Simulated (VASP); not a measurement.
# ScAl3N4 (Cm) in VASP: further runs

Runs on ScAl3N4. Level: r2SCAN. Tasks: single point.

All numbers are computed with VASP 6.6.1; they aren't measurements. Logs are shortened: lines on timing, memory, paths and dates and some standing lists are left out, and cuts for length are marked.

## 1. The cell of the first run

Symmetry: Cm, No. 8, monoclinic system. Conventional cell: a = 11.529 Å, b = 3.209 Å, c = 5.604 Å, α = 90.00°, β = 119.04°, γ = 90.00°. Within 2.5 Å of Sc (site symmetry m) lie 4 N at 1.89 to 2.34 Å. Al (site symmetry m) has 4 N at 1.83 to 2.30 Å within 2.4 Å. Within 2.5 Å of Al (site symmetry m) lie 4 N at 1.88 to 2.26 Å. Al (site symmetry m) has 4 N at 1.86 to 2.28 Å within 2.5 Å. Within 2.5 Å of N (site symmetry m) lie 3 Al at 1.86 to 1.88 Å and 1 Sc at 2.34 Å. Within 2.5 Å of N (site symmetry m) lie 4 Al at 1.88 to 2.30 Å. Within 2.4 Å of N (site symmetry m) lie 2 Al at 1.83 to 2.26 Å and 2 Sc at 1.89 Å. N (site symmetry m) has 3 Al at 1.85 to 2.28 Å and 1 Sc at 1.93 Å within 2.5 Å.

## 2. Single point, r2SCAN (atoms moved along the polar distortion)

POSCAR

```
ScAl3N4
1.0
   -3.2086112703      0.0000000000      0.0000000000
    0.0000000000      5.6037654075     -0.0022277261
    1.6043056351     -2.7998636570     -5.0387091941
Sc Al N
1 3 4
Direct
    0.0200716759      0.3522320809      0.0401433518
    0.5176838169      0.8522616891      0.0353676339
    0.7692227917      0.4344787803      0.5384455833
    0.2661596935      0.9345115139      0.5323193870
    0.7878742791      0.1201018229      0.5757485582
    0.2899106997      0.6247089380      0.5798213994
    0.5446491012      0.2029793607      0.0892982024
    0.0404279420      0.7147258141      0.0808558840
```

INCAR.step1

```
SYSTEM = ScAl3N4
PREC = Accurate
ENCUT = 520
ISMEAR = 0
SIGMA = 0.01
LREAL = .False.
LASPH = .True.
NELM = 60
NBANDS = 30
GGA = PE
ALGO = Normal
EDIFF = 1E-4
LWAVE = .True.
LCHARG = .False.
```

INCAR.step2

```
SYSTEM = ScAl3N4
PREC = Accurate
ENCUT = 520
EDIFF = 1E-7
ISMEAR = 0
SIGMA = 0.01
LREAL = .False.
LASPH = .True.
NELM = 60
ALGO = Normal
ISIF = 2
LWAVE = .False.
LCHARG = .False.
METAGGA = R2SCAN
LMIXTAU = .True.
NBANDS = 30
ISTART = 1
```

KPOINTS

```
regular mesh
0
Gamma
  8 6 8
  0 0 0
```

Potentials or basis: VASP PAW PBE potentials, release 64 (Sc_sv, Al, N).

Command:

```bash
$ cat potpaw_PBE.64/Sc_sv/POTCAR potpaw_PBE.64/Al/POTCAR potpaw_PBE.64/N/POTCAR > POTCAR
$ cp INCAR.step1 INCAR
$ mpirun -np 1 vasp_std > vasp.out
$ cp INCAR.step2 INCAR
$ mpirun -np 1 vasp_std > vasp.out
```

OUTCAR:

```text
SYSTEM = ScAl3N4
   PREC = Accurate
   ENCUT = 520
   EDIFF = 1E-7
   ISMEAR = 0
   LREAL = .False.
   LASPH = .True.
   NELM = 60
   ISIF = 2
   METAGGA = R2SCAN
   ISTART = 1

 ion  position               nearest neighbor table
   1  0.020  0.352  0.040-   7 1.89   7 1.89   8 1.93   5 2.34   4 3.12   3 3.12   3 3.12   3 3.14
                             4 3.16   4 3.16   2 3.22   2 3.22   2 3.24   2 3.24
   2  0.518  0.852  0.035-   7 1.83   8 1.85   8 1.85   6 2.30   4 3.12   4 3.12   3 3.12   3 3.12
                             3 3.14   4 3.15   1 3.22   1 3.22   1 3.24   1 3.24
   3  0.769  0.434  0.538-   5 1.88   6 1.88   6 1.88   7 2.26   2 3.12   2 3.12   1 3.12   1 3.12
                             2 3.14   1 3.14   4 3.21   4 3.21   4 3.24   4 3.24
   4  0.266  0.935  0.532-   5 1.86   5 1.86   6 1.88   8 2.28   1 3.12   2 3.12   2 3.12   2 3.15
                             1 3.16   1 3.16   3 3.21   3 3.21   3 3.24   3 3.24
   5  0.788  0.120  0.576-   4 1.86   4 1.86   3 1.88   1 2.34
   6  0.290  0.625  0.580-   3 1.88   3 1.88   4 1.88   2 2.30
   7  0.545  0.203  0.089-   2 1.83   1 1.89   1 1.89   3 2.26
   8  0.040  0.715  0.081-   2 1.85   2 1.85   1 1.93   4 2.28

  LATTYP: Found a base centered monoclinic cell.
 ALAT       =    11.5287166399
 B/A-ratio  =     0.2783146963
 C/A-ratio  =     0.4860702215
 COS(beta)  =    -0.4853723845

  Lattice vectors:

 A1 = (   1.6043056351,  -2.7998636570,  -5.0387091941)
 A2 = (  -1.6043056352,  -2.7998636570,  -5.0387091941)
 A3 = (   0.0000000000,   5.6037654075,  -0.0022277261)

Analysis of symmetry for initial positions (statically):
=====================================================================
 Subroutine PRICEL returns:
 Original cell was already a primitive cell.

 Routine SETGRP: Setting up the symmetry group for a
 base centered monoclinic supercell.

 Subroutine GETGRP returns: Found  2 space group operations
 (whereof  2 operations were pure point group operations)
 out of a pool of  4 trial point group operations.

The static configuration has the point symmetry C_1h.

Analysis of symmetry for dynamics (positions and initial velocities):
=====================================================================
 Subroutine PRICEL returns:
 Original cell was already a primitive cell.

 Routine SETGRP: Setting up the symmetry group for a
 base centered monoclinic supercell.

 Subroutine GETGRP returns: Found  2 space group operations
 (whereof  2 operations were pure point group operations)
 out of a pool of  4 trial point group operations.

The dynamic configuration has the point symmetry C_1h.

 Subroutine INISYM returns: Found  2 space group operations
 (whereof  2 operations are pure point group operations),
 and found     1 'primitive' translations

----------------------------------------------------------------------------------------

                                     Primitive cell

  volume of cell :      90.6175

  direct lattice vectors                    reciprocal lattice vectors
    -3.208611270  0.000000000  0.000000000    -0.311661313 -0.000039440 -0.099209848
     0.000000000  5.603765408 -0.002227726     0.000000000  0.178412027 -0.099138357
     1.604305635 -2.799863657 -5.038709194     0.000000000 -0.000078880 -0.198419696

  length of vectors
     3.208611270  5.603765850  5.983445781     0.327070893  0.204106015  0.198419712

  position of ions in fractional coordinates (direct lattice)
     0.020071676  0.352232081  0.040143352
     0.517683817  0.852261689  0.035367634
     0.769222792  0.434478780  0.538445583
     0.266159694  0.934511514  0.532319387
     0.787874279  0.120101823  0.575748558
     0.289910700  0.624708938  0.579821399
     0.544649101  0.202979361  0.089298202
     0.040427942  0.714725814  0.080855884

  ion indices of the primitive-cell ions
   primitive index   ion index
                 1           1
                 2           2
                 3           3
                 4           4
                 5           5
                 6           6
                 7           7
                 8           8

----------------------------------------------------------------------------------------

 KPOINTS: regular mesh

Automatic generation of k-mesh.
 Grid dimensions read from file:
 generate k-points for:    8    6    8

 Generating k-lattice:

  Cartesian coordinates                     Fractional coordinates (reciprocal lattice)
    -0.038957664 -0.000004930 -0.012401231     0.125000000  0.000000000  0.000000000
     0.000000000  0.029735338 -0.016523060     0.000000000  0.166666667 -0.000000000
     0.000000000 -0.000009860 -0.024802462     0.000000000  0.000000000  0.125000000

  Length of vectors
     0.040883862  0.034017669  0.024802464

  Shift w.r.t. Gamma in fractional coordinates (k-lattice)
     0.000000000  0.000000000  0.000000000

 Subroutine IBZKPT returns following result:
 ===========================================

 Found    114 irreducible k-points:

 Following reciprocal coordinates:
            Coordinates               Weight
  0.000000  0.000000  0.000000      1.000000
  0.125000  0.000000 -0.000000      4.000000
  0.250000  0.000000 -0.000000      4.000000
  0.375000  0.000000  0.000000      4.000000
  0.500000  0.000000 -0.000000      2.000000
  0.000000  0.166667  0.000000      2.000000
[... 16 lines left out ...]
  0.125000  0.500000  0.000000      4.000000
  0.250000  0.500000  0.000000      4.000000
 [... further k-points ...]
   k-points           NKPTS =    114   k-points in BZ     NKDIM =    114   number of bands    NBANDS=     30
   number of dos      NEDOS =    301   number of ions     NIONS =      8
   total plane-waves  NPLWV =  48384
   dimension x,y,z NGX =    24 NGY =   42 NGZ =   48
   dimension x,y,z NGXF=    48 NGYF=   84 NGZF=   96
   ions per type =               1   3   4
   NGX,Y,Z   is equivalent  to a cutoff of  12.43, 12.46, 13.34 a.u.
   NGXF,Y,Z  is equivalent  to a cutoff of  24.87, 24.92, 26.67 a.u.
 SYSTEM =  ScAl3N4
   PREC   = accura    normal or accurate (medium, high low for compatibility)
   ISTART =      1    job   : 0-new  1-cont  2-samecut
   ICHARG =      0    charge: 1-file 2-atom 10-const
   ISPIN  =      1    spin polarized calculation?
   LNONCOLLINEAR =      F non collinear calculations
   LSORBIT =      F    spin-orbit coupling
   LASPH  =      T    aspherical Exc in radial PAW
   ENCUT  =  520.0 eV  38.22 Ry    6.18 a.u.   5.97 10.42 11.13*2*pi/ulx,y,z
   NELM   =     60;   NELMIN=  2; NELMDL=  0     # of ELM steps
   EDIFF  = 0.1E-06   stopping-criterion for ELM
   LREAL  =      F    real-space projection
   EDIFFG = 0.1E-05   stopping-criterion for IOM
   NSW    =      0    number of steps for IOM
   IBRION =     -1    ionic relax: 0-MD 1-quasi-New 2-CG
   NFREE  =      0    steps in history (QN), initial steepest desc. (CG)
   ISIF   =      2    stress and relaxation
   ISYM   =      2    0-nonsym 1-usesym 2-fastsym
   POTIM  = 0.5000    time-step for ionic-motion
   TEBEG  =    0.0;   TEEND  =   0.0 temperature during run
   PSTRESS=    0.0 pullay stress
   NELECT =      40.0000    total number of electrons
   NUPDOWN=      -1.0000    fix difference up-down
   EMIN   =  10.00;   EMAX   =-10.00  energy-range for DOS
   EFERMI =   0.00;   METHOD = LEGACY
   ISMEAR =     0;   SIGMA  =   0.01  broadening in eV -4-tet -1-fermi 0-gaus
   EFERMI_NEDOS =   21; number of points for ismear=-14 and -15
   IALGO  =     38    algorithm
   IMIX   =      4    mixing-type and parameters
     AMIX     =   0.40;   BMIX     =  1.00
     AMIX_MAG =   1.60;   BMIX_MAG =  1.00
  volume/ion in A,a.u.               =      11.33        76.44
  Fermi-wavevector in a.u.,A,eV,Ry     =   1.246496  2.355535 21.140068  1.553751
  Thomas-Fermi vector in A             =   2.380670
   LORBIT       =      0    0 simple, 1 ext, 2 COOP (PROOUT), +10 PAW based schemes
   METAGGA = R2SCAN    functional components
   LHFCALC =     F    Hartree Fock is set to
   AEXX    =    0.0000 exact exchange contribution
   IVDW    =     0    specifies the selected vdW correction
   LEPSILON=     F    determine dielectric tensor
   LRPA    =     F    only Hartree local field effects (RPA)
 non-spin polarized calculation
 Gauss-broadening in eV      SIGMA  =   0.01
  energy-cutoff  :      520.00
  volume of cell :       90.62
 maximum number of plane-waves:      2466
   NGX = 11   NGY = 21   NGZ = 23

 number of electron      40.0000005 magnetization

 Free energy of the ion-electron system (eV)
  ---------------------------------------------------
  ext. energy  EPLUGINS =         0.00000000
  ---------------------------------------------------
  free energy    TOTEN  =       -79.75883293 eV

  energy without entropy =      -79.75883293  energy(sigma->0) =      -79.75883293

 E-fermi :   5.8745     XC(G=0): -11.3804

 val. band max:        5.7759123995   @ k =   0.0000   0.0000   0.0000
 cond. band min:       8.8962788576   @ k =   0.0000   0.0000   0.0000
 fundamental gap:      3.1203664581
 Fermi energy:         5.8744501749

 k-point     1 :       0.0000    0.0000    0.0000
  band No.  band energies     occupation
      1     -42.9275      2.00000
      2     -20.9577      2.00000
      3     -20.7828      2.00000
      4     -20.6943      2.00000
      5     -10.3547      2.00000
      6      -8.6602      2.00000
[... 22 lines left out ...]
     29      15.0006      0.00000
     30      15.4508      0.00000

 k-point     2 :       0.1250    0.0000   -0.0000
  band No.  band energies     occupation
      1     -42.9215      2.00000
      2     -20.9578      2.00000
      3     -20.7843      2.00000
      4     -20.7603      2.00000
      5     -10.2044      2.00000
      6      -8.6346      2.00000
[... 718 lines left out ...]
 k-point    24 :       0.2500    0.5000    0.0000
  band No.  band energies     occupation
      1     -42.9070      2.00000
      2     -21.0318      2.00000
      3     -20.8733      2.00000
      4     -20.7582      2.00000
      5      -9.2940      2.00000
      6      -9.0409      2.00000
[... 22 lines left out ...]
     29      14.3643      0.00000
     30      14.7740      0.00000

 [... further k-points ...]

------------------------ aborting loop because EDIFF is reached ----------------------------------------

  FORCE on cell =-STRESS in cart. coord.  units (eV):
  Direction    XX          YY          ZZ          XY          YZ          ZX
  --------------------------------------------------------------------------------------
  -------------------------------------------------------------------------------------
  Total        8.2827482      7.9919267     -7.4669842      0.0000000      0.2299369     -0.0000000
  in kB      146.4444003    141.3024871   -132.0211594      0.0000000      4.0654341     -0.0000000
  external PRESSURE =      51.9085760 kB  Pullay stress =       0.0000000 kB

 VOLUME and BASIS-vectors are now :
 -----------------------------------------------------------------------------
  energy-cutoff  :      520.00
  volume of cell :       90.62
      direct lattice vectors                 reciprocal lattice vectors
    -3.208611270  0.000000000  0.000000000    -0.311661313 -0.000039440 -0.099209848
     0.000000000  5.603765408 -0.002227726     0.000000000  0.178412027 -0.099138357
     1.604305635 -2.799863657 -5.038709194     0.000000000 -0.000078880 -0.198419696

 POSITION                                       TOTAL-FORCE (eV/Angst)
 -----------------------------------------------------------------------------------
     -0.00000      1.86143     -0.20306         0.000000      0.154668      1.264037
     -1.60431      4.67685     -0.18011         0.000000      0.197427      0.669695
     -1.60431      0.92714     -2.71404         0.000000     -0.055432      1.078460
     -0.00000      3.74636     -2.68428         0.000000     -0.118398      1.231824
     -1.60431     -0.93900     -2.90130        -0.000000      0.136312     -0.733387
     -0.00000      1.87730     -2.92294        -0.000000      0.059550     -0.701887
     -1.60431      0.88743     -0.45040        -0.000000     -3.078981     -1.658108
     -0.00000      3.77877     -0.40900        -0.000000      2.704853     -1.150634
 -----------------------------------------------------------------------------------
    total drift:                               -0.000014     -0.001134     -0.003826

  FREE ENERGIE OF THE ION-ELECTRON SYSTEM (eV)
  ---------------------------------------------------
  free  energy   TOTEN  =       -79.7588329284 eV

  energy  without entropy=      -79.7588329284  energy(sigma->0) =      -79.75883293
```

It took 29 min on 1 thread of Oxide Virtual Turin-like, shared host; peak memory 0.38 GiB.

What came out:

```
Free energy            : -79.7588 eV
Pressure               : 5.2 GPa
Largest force          : 3.497 eV/Å
Band gap on the k mesh : 3.12 eV
```

Forces in eV/Å, atoms in the order of the input:
```
Sc   0.000  0.155  1.264
Al   0.000  0.197  0.670
Al   0.000 -0.055  1.078
Al   0.000 -0.118  1.232
N    0.000  0.136 -0.733
N    0.000  0.060 -0.702
N    0.000 -3.079 -1.658
N    0.000  2.705 -1.151
```

Caveat: the cell differs from its parent crystal (atoms moved along the polar distortion); the stress differs along the axes, from -13 to 15 GPa; the PAW data sets were made with another functional, which shifts forces and pressure a little. A k mesh can miss the band edges.

## 3. Single point, r2SCAN (atoms moved along the polar distortion)

POSCAR

```
ScAl3N4
1.0
   -3.2086112703      0.0000000000      0.0000000000
    0.0000000000      5.6037654075     -0.0022277261
    1.6043056351     -2.7998636570     -5.0387091941
Sc Al N
1 3 4
Direct
    0.0236072974      0.3562075493      0.0472145949
    0.5221148856      0.8562260545      0.0442297712
    0.7730767448      0.4388617389      0.5461534896
    0.2711623084      0.9388821974      0.5423246169
    0.7847339244      0.1173761381      0.5694678489
    0.2860066873      0.6202555850      0.5720133746
    0.5389681882      0.2004246017      0.0779363765
    0.0363299637      0.7077661350      0.0726599275
```

INCAR.step1

```
SYSTEM = ScAl3N4
ALGO = Normal ; EDIFF = 1E-4
ENCUT = 520 ; GGA = PE
ISMEAR = 0 ; LASPH = .True.
LCHARG = .False. ; LREAL = .False.
LWAVE = .True. ; NBANDS = 30
NELM = 80 ; PREC = Accurate
SIGMA = 0.01
```

INCAR.step2

```
SYSTEM = ScAl3N4
ALGO = Normal ; EDIFF = 1E-7
ENCUT = 520 ; ISIF = 2
ISMEAR = 0 ; ISTART = 1
LASPH = .True. ; LCHARG = .True.
LELF = .True. ; LMIXTAU = .True.
LREAL = .False. ; LVHAR = .True.
LWAVE = .False. ; METAGGA = R2SCAN
NBANDS = 30 ; NELM = 80
PREC = Accurate ; SIGMA = 0.01
```

KPOINTS

```
k-points
0
Gamma
  8 6 8
  0 0 0
```

Potentials or basis: VASP PAW PBE potentials, release 64 (Sc_sv, Al, N).

Command:

```bash
$ cat potpaw_PBE.64/Sc_sv/POTCAR potpaw_PBE.64/Al/POTCAR potpaw_PBE.64/N/POTCAR > POTCAR
$ cp INCAR.step1 INCAR
$ mpirun -np 1 vasp_std > vasp.out
$ cp INCAR.step2 INCAR
$ mpirun -np 1 vasp_std > vasp.out
```

Wall time 42 min (1 thread of Oxide Virtual Turin-like, shared host); peak memory 0.38 GiB.

It converged, with:

| Quantity | Value |
| --- | --- |
| Free energy | -79.3272 eV |
| Pressure | 6.7 GPa |
| Largest force | 4.046 eV/Å |
| Band gap on the k mesh | 2.84 eV |

Forces in eV/Å, atoms in the order of the input:
```
Sc   0.000  0.085  0.946
Al   0.000  0.309  0.443
Al   0.000 -0.068  0.698
Al   0.000 -0.131  0.901
N    0.000  0.141 -0.536
N    0.000  0.078 -0.473
N    0.000 -3.872 -1.175
N    0.000  3.458 -0.804
```

Stress tensor (GPa, compression positive):
```
 17.56   0.00   0.00
  0.00  16.63   0.33
  0.00   0.33 -14.03
```

Levels at points of the mesh, in eV from the valence-band top:
| k point | band 17 | band 18 | band 19 | band 20 | band 21 | band 22 | band 23 | band 24 |
| --- | --- | --- | --- | --- | --- | --- | --- | --- |
| (0.00, 0.00, 0.00) | -2.07 | -1.79 | -1.71 | 0.00 | 2.84 | 4.44 | 4.64 | 5.35 |
| (0.50, 0.00, 0.00) | -2.19 | -2.04 | -1.59 | -1.28 | 4.23 | 4.51 | 4.88 | 5.20 |
| (0.00, 0.50, 0.00) | -2.20 | -1.47 | -1.26 | -0.98 | 4.22 | 5.28 | 5.40 | 5.68 |
| (0.50, 0.50, 0.00) | -2.24 | -2.01 | -1.55 | -0.54 | 3.94 | 4.33 | 4.86 | 5.29 |
| (0.00, 0.00, 0.50) | -2.32 | -2.26 | -1.92 | -1.51 | 4.90 | 5.04 | 5.14 | 5.43 |
| (0.00, 0.50, 0.50) | -2.26 | -1.30 | -1.23 | -1.11 | 4.43 | 5.17 | 5.27 | 5.90 |

Caveat: the cell differs from its parent crystal (atoms moved along the polar distortion); the stress differs along the axes, from -14 to 18 GPa; the PAW data sets were made with another functional, which shifts forces and pressure a little. A k mesh can miss the band edges.
